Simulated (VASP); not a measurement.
A run of VASP 6.6.1 is set up as follows.

Contents of POSCAR:

```
MgTe
1.0
    4.5777324796      0.0000000000      0.0000000000
   -2.2888662398      3.9644326191      0.0000000000
    0.0000000000      0.0000000000      7.4548284134
Mg Te
2 2
Direct
    0.3333333333      0.6666666667      0.9968886101
    0.6666666667      0.3333333333      0.4968886101
    0.3333333333      0.6666666667      0.3731113899
    0.6666666667      0.3333333333      0.8731113899
```

File INCAR.step1:

```
PREC = Accurate
ENCUT = 520
EDIFF = 1E-5
ISMEAR = 0
SIGMA = 0.01
LREAL = F
LASPH = T
NELM = 120
ALGO = Normal
ISIF = 2
LWAVE = T
NBANDS = 16
GGA = PE
GGA_COMPAT = F
```

INCAR.step2

```
PREC = Accurate
ENCUT = 520
EDIFF = 1E-6
ISMEAR = 0
SIGMA = 0.01
LREAL = F
LASPH = T
NELM = 120
ALGO = Normal
ISIF = 2
LWAVE = F
LCHARG = T
GGA = PE
LHFCALC = T
AEXX = 0.25
PRECFOCK = Normal
LELF = T
LVHAR = T
NBANDS = 16
ISTART = 1
GGA_COMPAT = F
```

Contents of KPOINTS:

```
regular mesh
0
Gamma
  6 6 2
```

Potentials or basis: VASP PAW PBE potentials, release 64 (Mg, Te).

Run with:

```sh
$ cat potpaw_PBE.64/Mg/POTCAR potpaw_PBE.64/Te/POTCAR > POTCAR
$ cp INCAR.step1 INCAR
$ mpirun -np 1 vasp_std > vasp.out
$ cp INCAR.step2 INCAR
$ mpirun -np 1 vasp_std > vasp.out
```

(1) Predict the pressure.

(2) Predict the band gap on the k mesh.

Answers

(1) -0.3 GPa.

(2) 3.86 eV.

Caveat: the k points lie up to 0.42 Å⁻¹ apart; the PAW data sets were made with another functional, which shifts forces and pressure a little; spin-orbit coupling is left out, which moves the levels of the heavy elements.
